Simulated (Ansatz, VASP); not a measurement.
# BP: VASP beside Ansatz

The input INCAR:

```
PREC = Accurate
ENCUT = 500
EDIFF = 1E-6
ISMEAR = 0
SIGMA = 0.01
LREAL = False
LASPH = True
NELM = 120
ALGO = Normal
ISIF = 2
LWAVE = False
LCHARG = True
LELF = True
LVHAR = True
NBANDS = 11
GGA_COMPAT = False
```

File KPOINTS:

```
Automatic mesh
0
Gamma
  10 10 10
```

Contents of POSCAR:

```
BP
1.0
    0.0000000000      2.2675000000      2.2675000000
    2.2675000000      0.0000000000      2.2675000000
    2.2675000000      2.2675000000      0.0000000000
B P
1 1
Direct
    0.0000000000      0.0000000000      0.0000000000
    0.2500000000      0.2500000000      0.2500000000
```

Input for Ansatz:

```yaml
crystal:
  lattice:
    - [0.0, 2.2675, 2.2675]
    - [2.2675, 0.0, 2.2675]
    - [2.2675, 2.2675, 0.0]
  atoms:
    - { symbol: B, position: [0.0, 0.0, 0.0] }
    - { symbol: P, position: [0.25, 0.25, 0.25] }
scf:
  occupations: { method: fixed }
output:
  forces: true
  stress: true
  eigenvalues: true
hamiltonian:
  xc: lda
basis:
  ecutwfc: 520
kpoints:
  mp_grid: { grid: [10, 10, 10] }
```

Alike in both runs: task single point; functional LDA; k mesh 10 × 10 × 10; no spin polarisation.

```csv
,VASP,Ansatz
version,VASP 6.6.1,Ansatz 0.2.0
potentials or method,"VASP PAW LDA potentials, release 64 (B, P), cutoff 500 eV","scalar-relativistic, plane waves, PAW"
occupations,"gaussian, width 0.01 eV",fixed
valence electrons in the cell,8,8
```

|  | VASP | Ansatz | Ansatz less VASP |
| --- | --- | --- | --- |
| gap on the k mesh at the Fermi level (eV) | 1.19 | 1.19 | 0.000 |
| least direct gap on the mesh (eV) | 3.38 | 3.38 | -0.002 |
| pressure (GPa) | -5.0 | -4.9 | +0.07 |

LDA's correlation is that of Perdew and Zunger in VASP and of Perdew and Wang (1992) in Ansatz.
